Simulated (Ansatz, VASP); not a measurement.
NiO in VASP and in Ansatz

Contents of INCAR:

```
SYSTEM = NiO
  ALGO = Normal
  EDIFF = 1E-7
  ENCUT = 520
  GGA = PE
  ISIF = 2
  ISMEAR = 0
  ISPIN = 2
  LASPH = .True.
  LCHARG = .False.
  LDAU = .True.
  LDAUJ = 0 0
  LDAUL = 2 -1
  LDAUPRINT = 1
  LDAUTYPE = 2
  LDAUU = 6.2 0
  LMAXMIX = 4
  LORBIT = 11
  LREAL = .False.
  LWAVE = .False.
  MAGMOM = 2 0
  NBANDS = 19
  NELM = 150
  PREC = Accurate
  SIGMA = 0.05
```

File KPOINTS:

```
k-points
0
Gamma
  10 10 10
  0 0 0
```

Contents of POSCAR:

```
NiO
1.0
    0.0000000000      2.2685246777      2.2685246777
    2.2685246777      0.0000000000      2.2685246777
    2.2685246777      2.2685246777      0.0000000000
Ni O
1 1
Direct
    0.0000000000      0.0000000000      0.0000000000
    0.2500000000      0.2500000000      0.2500000000
```

Input for Ansatz:

```yaml
crystal:
  lattice:
    - [0.0, 2.2685246777, 2.2685246777]
    - [2.2685246777, 0.0, 2.2685246777]
    - [2.2685246777, 2.2685246777, 0.0]
  atoms:
    - { symbol: Ni, position: [0.0, 0.0, 0.0], spin: 2.0 }
    - { symbol: O, position: [0.25, 0.25, 0.25] }
basis:
  ecutwfc: 420
  ecutrho_ratio: 4
kpoints:
  mp_grid: { grid: [10, 10, 10] }
hamiltonian:
  xc: pbe
  hubbard: { sites: [{ species: Ni, l: d, u_eff: 6.2 }] }
scf:
  occupations: { method: gaussian, width: 0.05 }
  lower_state_search: "off"
output:
  forces: true
  stress: true
  eigenvalues: true
  populations: true
  hubbard: { sites: [{ species: Ni, l: d }] }
magnetization:
  spin_polarized: true
checkpoint:
  read: start.run
  write: ck
  compress: false
  write_wavefunctions: false
  write_every: 100000
```

Alike in both runs: task single point; functional PBE; k mesh 10 × 10 × 10; occupations gaussian, width 0.05 eV; collinear spin; Hubbard terms Ni d U = 6.2 eV.

|  | VASP | Ansatz |
| --- | --- | --- |
| version | VASP 6.6.1 | Ansatz 0.2.0 |
| potentials or method | VASP PAW PBE potentials, release 64 (Ni, O), cutoff 520 eV | scalar-relativistic, plane waves, PAW |
| valence electrons in the cell | 16 | 24 |

|  | VASP | Ansatz | Ansatz less VASP |
| --- | --- | --- | --- |
| pressure (GPa) | -8.8 | 10.8 | +19.60 |
| net moment per atom (μB) | 1.00 | 1.00 | 0.000 |
| size of the moment on the site where the two differ most (μB) | 0.30 | 0.13 | -0.179 |

Site moments also hang on the region over which each program counts them. The programs project onto different local orbitals, so the same U acts differently, and such runs can settle in different states. VASP's potentials hold 16 valence electrons a cell and Ansatz's 24, so a difference there can come from the potentials and not from the codes. Ansatz's warnings: stability check not made.
